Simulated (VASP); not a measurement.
# KCl (P4/mmm) in VASP: a series of runs

KCl is run at these levels: r2SCAN; tasks: single point.

All numbers are computed with VASP 6.6.1; they aren't measurements. Logs are shortened: lines on timing, memory, paths and dates and some standing lists are left out, and cuts for length are marked.

## Step 1: The cell of the first run

It takes space group P4/mmm (No. 123, tetragonal). The conventional cell has a = 3.771 Å, b = 3.771 Å, c = 3.859 Å, α = 90.00°, β = 90.00°, γ = 90.00°. Within 4.3 Å of K (site symmetry 4/mmm) lie 8 Cl at 3.29 Å and 6 K at 3.77 to 3.86 Å. Cl (site symmetry 4/mmm) has 8 K at 3.29 Å and 6 Cl at 3.77 to 3.86 Å within 4.3 Å.

## Step 2: Single point, r2SCAN (uniaxial z strain +2.3%)

File POSCAR:

```
KCl
1.0
    3.7708085932      0.0000000000      0.0000000000
    0.0000000000      3.7708085932      0.0000000000
    0.0000000000      0.0000000000      3.8586684334
K Cl
1 1
Direct
    0.0000000000      0.0000000000      0.0000000000
    0.5000000000      0.5000000000      0.5000000000
```

File INCAR.step1:

```
SYSTEM = KCl
PREC = Accurate
ENCUT = 520
ISMEAR = 0
SIGMA = 0.01
LREAL = .FALSE.
LASPH = .TRUE.
NELM = 100
NBANDS = 15
GGA = PE
ALGO = Normal
EDIFF = 1E-4
LWAVE = .TRUE.
LCHARG = .FALSE.
```

File INCAR.step2:

```
SYSTEM = KCl
PREC = Accurate
ENCUT = 520
EDIFF = 1E-6
ISMEAR = 0
SIGMA = 0.01
LREAL = .FALSE.
LASPH = .TRUE.
NELM = 100
ALGO = Normal
ISIF = 2
LWAVE = .FALSE.
LCHARG = .TRUE.
METAGGA = R2SCAN
LMIXTAU = .TRUE.
LELF = .TRUE.
LVHAR = .TRUE.
NBANDS = 15
ISTART = 1
```

File KPOINTS:

```
regular mesh
0
G
  8 8 8
  0 0 0
```

Potentials or basis: VASP PAW PBE potentials, release 64 (K_sv, Cl).

Command:

```
cat potpaw_PBE.64/K_sv/POTCAR potpaw_PBE.64/Cl/POTCAR > POTCAR
cp INCAR.step1 INCAR
mpirun -np 1 vasp_std > vasp.out
cp INCAR.step2 INCAR
mpirun -np 1 vasp_std > vasp.out
```

OUTCAR:

```text
SYSTEM = KCl
   PREC = Accurate
   ENCUT = 520
   EDIFF = 1E-6
   ISMEAR = 0
   LREAL = .FALSE.
   LASPH = .TRUE.
   NELM = 100
   ISIF = 2
   METAGGA = R2SCAN
   ISTART = 1

 ion  position               nearest neighbor table
   1  0.000  0.000  0.000-
   2  0.500  0.500  0.500-

  LATTYP: Found a simple tetragonal cell.
 ALAT       =     3.7708085932
 C/A-ratio  =     1.0233000000

  Lattice vectors:

 A1 = (   3.7708085932,   0.0000000000,   0.0000000000)
 A2 = (   0.0000000000,   3.7708085932,   0.0000000000)
 A3 = (   0.0000000000,   0.0000000000,   3.8586684334)

Analysis of symmetry for initial positions (statically):
=====================================================================
 Subroutine PRICEL returns:
 Original cell was already a primitive cell.

 Routine SETGRP: Setting up the symmetry group for a
 simple tetragonal supercell.

 Subroutine GETGRP returns: Found 16 space group operations
 (whereof 16 operations were pure point group operations)
 out of a pool of 16 trial point group operations.

The static configuration has the point symmetry D_4h.

Analysis of symmetry for dynamics (positions and initial velocities):
=====================================================================
 Subroutine PRICEL returns:
 Original cell was already a primitive cell.

 Routine SETGRP: Setting up the symmetry group for a
 simple tetragonal supercell.

 Subroutine GETGRP returns: Found 16 space group operations
 (whereof 16 operations were pure point group operations)
 out of a pool of 16 trial point group operations.

The dynamic configuration has the point symmetry D_4h.

 Subroutine INISYM returns: Found 16 space group operations
 (whereof 16 operations are pure point group operations),
 and found     1 'primitive' translations

----------------------------------------------------------------------------------------

                                     Primitive cell

  volume of cell :      54.8664

  direct lattice vectors                    reciprocal lattice vectors
     3.770808593  0.000000000  0.000000000     0.265195110  0.000000000  0.000000000
     0.000000000  3.770808593  0.000000000     0.000000000  0.265195110  0.000000000
     0.000000000  0.000000000  3.858668433     0.000000000  0.000000000  0.259156758

  length of vectors
     3.770808593  3.770808593  3.858668433     0.265195110  0.265195110  0.259156758

  position of ions in fractional coordinates (direct lattice)
     0.000000000  0.000000000  0.000000000
     0.500000000  0.500000000  0.500000000

  ion indices of the primitive-cell ions
   primitive index   ion index
                 1           1
                 2           2

----------------------------------------------------------------------------------------

 KPOINTS: regular mesh

Automatic generation of k-mesh.
 Grid dimensions read from file:
 generate k-points for:    8    8    8

 Generating k-lattice:

  Cartesian coordinates                     Fractional coordinates (reciprocal lattice)
     0.033149389  0.000000000  0.000000000     0.125000000  0.000000000  0.000000000
     0.000000000  0.033149389  0.000000000     0.000000000  0.125000000  0.000000000
     0.000000000  0.000000000  0.032394595     0.000000000  0.000000000  0.125000000

  Length of vectors
     0.033149389  0.033149389  0.032394595

  Shift w.r.t. Gamma in fractional coordinates (k-lattice)
     0.000000000  0.000000000  0.000000000

 Subroutine IBZKPT returns following result:
 ===========================================

 Found     75 irreducible k-points:

 Following reciprocal coordinates:
            Coordinates               Weight
  0.000000  0.000000  0.000000      1.000000
  0.125000  0.000000  0.000000      4.000000
  0.250000  0.000000  0.000000      4.000000
  0.375000  0.000000  0.000000      4.000000
  0.500000  0.000000  0.000000      2.000000
  0.125000  0.125000  0.000000      4.000000
[... 16 lines left out ...]
  0.375000  0.125000  0.125000     16.000000
  0.500000  0.125000  0.125000      8.000000
 [... further k-points ...]
   k-points           NKPTS =     75   k-points in BZ     NKDIM =     75   number of bands    NBANDS=     15
   number of dos      NEDOS =    301   number of ions     NIONS =      2
   total plane-waves  NPLWV =  23520
   dimension x,y,z NGX =    28 NGY =   28 NGZ =   30
   dimension x,y,z NGXF=    56 NGYF=   56 NGZF=   60
   ions per type =               1   1
   NGX,Y,Z   is equivalent  to a cutoff of  12.34, 12.34, 12.93 a.u.
   NGXF,Y,Z  is equivalent  to a cutoff of  24.69, 24.69, 25.85 a.u.
 SYSTEM =  KCl
   PREC   = accura    normal or accurate (medium, high low for compatibility)
   ISTART =      1    job   : 0-new  1-cont  2-samecut
   ICHARG =      0    charge: 1-file 2-atom 10-const
   ISPIN  =      1    spin polarized calculation?
   LNONCOLLINEAR =      F non collinear calculations
   LSORBIT =      F    spin-orbit coupling
   LASPH  =      T    aspherical Exc in radial PAW
   ENCUT  =  520.0 eV  38.22 Ry    6.18 a.u.   7.01  7.01  7.17*2*pi/ulx,y,z
   NELM   =    100;   NELMIN=  2; NELMDL=  0     # of ELM steps
   EDIFF  = 0.1E-05   stopping-criterion for ELM
   LREAL  =      F    real-space projection
   EDIFFG = 0.1E-04   stopping-criterion for IOM
   NSW    =      0    number of steps for IOM
   IBRION =     -1    ionic relax: 0-MD 1-quasi-New 2-CG
   NFREE  =      0    steps in history (QN), initial steepest desc. (CG)
   ISIF   =      2    stress and relaxation
   ISYM   =      2    0-nonsym 1-usesym 2-fastsym
   POTIM  = 0.5000    time-step for ionic-motion
   TEBEG  =    0.0;   TEEND  =   0.0 temperature during run
   PSTRESS=    0.0 pullay stress
   NELECT =      16.0000    total number of electrons
   NUPDOWN=      -1.0000    fix difference up-down
   EMIN   =  10.00;   EMAX   =-10.00  energy-range for DOS
   EFERMI =   0.00;   METHOD = LEGACY
   ISMEAR =     0;   SIGMA  =   0.01  broadening in eV -4-tet -1-fermi 0-gaus
   EFERMI_NEDOS =   21; number of points for ismear=-14 and -15
   IALGO  =     38    algorithm
   IMIX   =      4    mixing-type and parameters
     AMIX     =   0.40;   BMIX     =  1.00
     AMIX_MAG =   1.60;   BMIX_MAG =  1.00
  volume/ion in A,a.u.               =      27.43       185.13
  Fermi-wavevector in a.u.,A,eV,Ry     =   1.085624  2.051531 16.035541  1.178579
  Thomas-Fermi vector in A             =   2.221742
   LORBIT       =      0    0 simple, 1 ext, 2 COOP (PROOUT), +10 PAW based schemes
   METAGGA = R2SCAN    functional components
   LHFCALC =     F    Hartree Fock is set to
   AEXX    =    0.0000 exact exchange contribution
   IVDW    =     0    specifies the selected vdW correction
   LEPSILON=     F    determine dielectric tensor
   LRPA    =     F    only Hartree local field effects (RPA)
 non-spin polarized calculation
 Gauss-broadening in eV      SIGMA  =   0.01
  energy-cutoff  :      520.00
  volume of cell :       54.87
 maximum number of plane-waves:      1496
   NGX = 15   NGY = 15   NGZ = 15

 number of electron      16.0000002 magnetization

 Free energy of the ion-electron system (eV)
  ---------------------------------------------------
  ext. energy  EPLUGINS =         0.00000000
  ---------------------------------------------------
  free energy    TOTEN  =       -16.40313671 eV

  energy without entropy =      -16.40313671  energy(sigma->0) =      -16.40313671

 E-fermi :  -0.9904     XC(G=0):  -8.6255

 val. band max:       -1.0381114801   @ k =   0.5000   0.0000   0.5000
 cond. band min:       4.6146219591   @ k =   0.0000   0.0000   0.0000
 fundamental gap:      5.6527334392
 Fermi energy:        -0.9903626938

 k-point     1 :       0.0000    0.0000    0.0000
  band No.  band energies     occupation
      1     -30.2027      2.00000
      2     -14.2638      2.00000
      3     -12.8214      2.00000
      4     -12.8123      2.00000
      5     -12.8123      2.00000
      6      -1.3722      2.00000
      7      -1.2429      2.00000
      8      -1.2429      2.00000
      9       4.6146      0.00000
     10       5.9946      0.00000
     11       6.0916      0.00000
     12      10.4158      0.00000
     13      10.4158      0.00000
     14      10.5757      0.00000
     15      13.3264      0.00000

 k-point     2 :       0.1250    0.0000    0.0000
  band No.  band energies     occupation
      1     -30.1993      2.00000
      2     -14.2821      2.00000
      3     -12.8160      2.00000
      4     -12.8072      2.00000
      5     -12.7999      2.00000
      6      -1.5500      2.00000
      7      -1.3734      2.00000
      8      -1.2420      2.00000
      9       4.9808      0.00000
     10       6.1545      0.00000
     11       6.4256      0.00000
     12      10.3455      0.00000
     13      10.4936      0.00000
     14      10.4992      0.00000
     15      12.8702      0.00000

 k-point     3 :       0.2500    0.0000    0.0000
  band No.  band energies     occupation
      1     -30.1912      2.00000
      2     -14.3296      2.00000
      3     -12.8029      2.00000
      4     -12.7950      2.00000
      5     -12.7641      2.00000
      6      -2.1816      2.00000
      7      -1.3767      2.00000
      8      -1.2403      2.00000
      9       5.8441      0.00000
     10       6.5585      0.00000
     11       7.2791      0.00000
     12      10.2371      0.00000
     13      10.3529      0.00000
     14      10.7214      0.00000
     15      11.5958      0.00000
[... 343 lines left out ...]
 k-point    23 :       0.3750    0.1250    0.1250
  band No.  band energies     occupation
      1     -30.1776      2.00000
      2     -14.2993      2.00000
      3     -12.8601      2.00000
      4     -12.8176      2.00000
      5     -12.7363      2.00000
      6      -2.5890      2.00000
      7      -1.5370      2.00000
      8      -1.4144      2.00000
      9       7.0885      0.00000
     10       7.3706      0.00000
     11       8.0416      0.00000
     12       9.5386      0.00000
     13       9.7199      0.00000
     14      10.1255      0.00000
     15      11.6953      0.00000

 k-point    24 :       0.5000    0.1250    0.1250
  band No.  band energies     occupation
      1     -30.1743      2.00000
      2     -14.3056      2.00000
      3     -12.8214      2.00000
      4     -12.8118      2.00000
      5     -12.7745      2.00000
      6      -2.7716      2.00000
      7      -1.5320      2.00000
      8      -1.3901      2.00000
      9       7.5339      0.00000
     10       7.6981      0.00000
     11       7.8381      0.00000
     12       9.4310      0.00000
     13       9.9197      0.00000
     14      10.1230      0.00000
     15      11.4028      0.00000

 [... further k-points ...]
[... 5 lines left out ...]
  --------------------------------------------------------------------------------------
  -------------------------------------------------------------------------------------
  Total       -0.0629993     -0.0629993     -0.4251037      0.0000000      0.0000000      0.0000000
  in kB       -1.8396708     -1.8396708    -12.4136374      0.0000000      0.0000000      0.0000000
  external PRESSURE =      -5.3643263 kB  Pullay stress =       0.0000000 kB

 VOLUME and BASIS-vectors are now :
 -----------------------------------------------------------------------------
  energy-cutoff  :      520.00
  volume of cell :       54.87
      direct lattice vectors                 reciprocal lattice vectors
     3.770808593  0.000000000  0.000000000     0.265195110  0.000000000  0.000000000
     0.000000000  3.770808593  0.000000000     0.000000000  0.265195110  0.000000000
     0.000000000  0.000000000  3.858668433     0.000000000  0.000000000  0.259156758

 POSITION                                       TOTAL-FORCE (eV/Angst)
 -----------------------------------------------------------------------------------
      0.00000      0.00000      0.00000         0.000000      0.000000      0.000000
      1.88540      1.88540      1.92933         0.000000      0.000000      0.000000
 -----------------------------------------------------------------------------------
    total drift:                               -0.000000      0.000000      0.000000

  FREE ENERGIE OF THE ION-ELECTRON SYSTEM (eV)
  ---------------------------------------------------
  free  energy   TOTEN  =       -16.4031367119 eV

  energy  without entropy=      -16.4031367119  energy(sigma->0) =      -16.40313671
```

It took 2.3 min on 1 thread of AMD EPYC 7R13 (Zen 3), shared host; peak memory 0.17 GiB.

Results:

```
Free energy            : -16.4031 eV
Pressure               : -0.5 GPa
Band gap on the k mesh : 5.65 eV, indirect (least direct gap 5.86 eV)
```

Caveat: the cell differs from its parent crystal (uniaxial z strain +2.3%); the PAW data sets were made with another functional, which shifts forces and pressure a little.

## Step 3: Single point, r2SCAN (uniaxial y strain +2.7%)

File POSCAR:

```
KCl
1.0
    3.7708085932      0.0000000000      0.0000000000
    0.0000000000      3.8722433443      0.0000000000
    0.0000000000      0.0000000000      3.7708085932
K Cl
1 1
Direct
    0.0000000000      0.0000000000      0.0000000000
    0.5000000000      0.5000000000      0.5000000000
```

File INCAR.step1:

```
SYSTEM = KCl
ALGO     = Normal         ! electronic algorithm
EDIFF    = 1E-4           ! SCF threshold, eV
ENCUT    = 520            ! plane-wave cutoff, eV
GGA      = PE             ! functional
ISMEAR   = 0              ! smearing method
LASPH    = .True.         ! aspherical terms in the spheres
LCHARG   = .False.        ! write CHGCAR
LREAL    = .False.        ! projectors in reciprocal space
LWAVE    = .True.         ! write WAVECAR
NBANDS   = 15             ! bands
NELM     = 100            ! most SCF steps
PREC     = Accurate       ! precision mode
SIGMA    = 0.01           ! smearing width, eV
```

File INCAR.step2:

```
SYSTEM = KCl
ALGO     = Normal         ! electronic algorithm
EDIFF    = 1E-6           ! SCF threshold, eV
ENCUT    = 520            ! plane-wave cutoff, eV
ISIF     = 2              ! what is computed and relaxed
ISMEAR   = 0              ! smearing method
ISTART   = 1            
LASPH    = .True.         ! aspherical terms in the spheres
LCHARG   = .False.        ! write CHGCAR
LMIXTAU  = .True.       
LREAL    = .False.        ! projectors in reciprocal space
LWAVE    = .False.        ! write WAVECAR
METAGGA  = R2SCAN         ! meta-GGA
NBANDS   = 15             ! bands
NELM     = 100            ! most SCF steps
PREC     = Accurate       ! precision mode
SIGMA    = 0.01           ! smearing width, eV
```

File KPOINTS:

```
k-points
0
Gamma
  8 8 8
  0 0 0
```

Potentials or basis: VASP PAW PBE potentials, release 64 (K_sv, Cl).

Command:

```
cat potpaw_PBE.64/K_sv/POTCAR potpaw_PBE.64/Cl/POTCAR > POTCAR
cp INCAR.step1 INCAR
mpirun -np 1 vasp_std > vasp.out
cp INCAR.step2 INCAR
mpirun -np 1 vasp_std > vasp.out
```

Wall time 2.3 min (1 thread of AMD EPYC 7R13 (Zen 3), shared host); peak memory 0.18 GiB.

The run converged. Its results:

| Item | Value |
| --- | --- |
| Free energy | -16.4016 eV |
| Pressure | -0.6 GPa |
| Band gap on the k mesh | 5.63 eV, indirect (least direct gap 5.83 eV) |

Stress tensor (GPa, compression positive):
```
-0.20  0.00  0.00
 0.00 -1.42  0.00
 0.00  0.00 -0.20
```

Levels at points of the mesh, in eV from the valence-band top:
| k point | band 6 | band 7 | band 8 | band 9 | band 10 | band 11 |
| --- | --- | --- | --- | --- | --- | --- |
| (0.00, 0.00, 0.00) | -0.35 | -0.20 | -0.20 | 5.63 | 7.02 | 7.13 |
| (0.50, 0.00, 0.00) | -1.88 | -0.36 | -0.20 | 8.51 | 8.54 | 9.20 |
| (0.00, 0.50, 0.00) | -1.87 | -0.23 | -0.23 | 8.45 | 8.55 | 8.99 |
| (0.50, 0.50, 0.00) | -1.33 | -1.27 | 0.00 | 6.78 | 8.08 | 9.70 |
| (0.50, 0.00, 0.50) | -1.30 | -1.30 | -0.12 | 6.85 | 7.85 | 9.50 |
| (0.50, 0.50, 0.50) | -1.44 | -1.44 | -1.40 | 9.47 | 9.57 | 9.57 |

Caveat: the cell differs from its parent crystal (uniaxial y strain +2.7%); the PAW data sets were made with another functional, which shifts forces and pressure a little. A k mesh can miss the band edges.
